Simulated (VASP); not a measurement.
C, 12 atoms in the cell. The structure is hexagonal, space group P6_3/mmc (No. 194). The conventional cell has a = 2.510 Å, b = 2.510 Å, c = 12.379 Å, α = 90.00°, β = 90.00°, γ = 120.00°. Within 2.1 Å of C (site symmetry 3m) lie 4 C at 1.54 Å. C (site symmetry 3m) has 4 C at 1.54 Å within 2.0 Å. C (site symmetry 3m) has 4 C at 1.54 to 1.56 Å within 2.1 Å. 

| Item | Value |
| --- | --- |
| Program | VASP 6.6.1 |
| Task | single point |
| Functional | PBE |
| Dispersion | D4 |
| Potentials or basis | VASP PAW PBE potentials, release 64 (C) |
| Cutoff | 520 eV |
| k mesh | 12 × 12 × 3 |
| Occupations | fermi-dirac, width 0.05 eV |
| Spin | no spin polarisation |
| Dipole correction | no |
| Further INCAR settings | ALGO = Normal; EDIFF = 1e-06; NBANDS = 36 |

Potentials or basis: VASP PAW PBE potentials, release 64 (C).

Command:

```bash
$ cat potpaw_PBE.64/C/POTCAR > POTCAR
$ mpirun -np 1 vasp_std > vasp.out
```

Hardware: 1 thread of Intel(R) Xeon(R) 6975P-C (Granite Rapids) (shared host).

How long does it take, and how much memory?

Run time: 52 s on 1 thread of Intel(R) Xeon(R) 6975P-C (Granite Rapids), on a shared host, peak memory 0.2 GiB. Counts: scf iterations 13, k points 38.
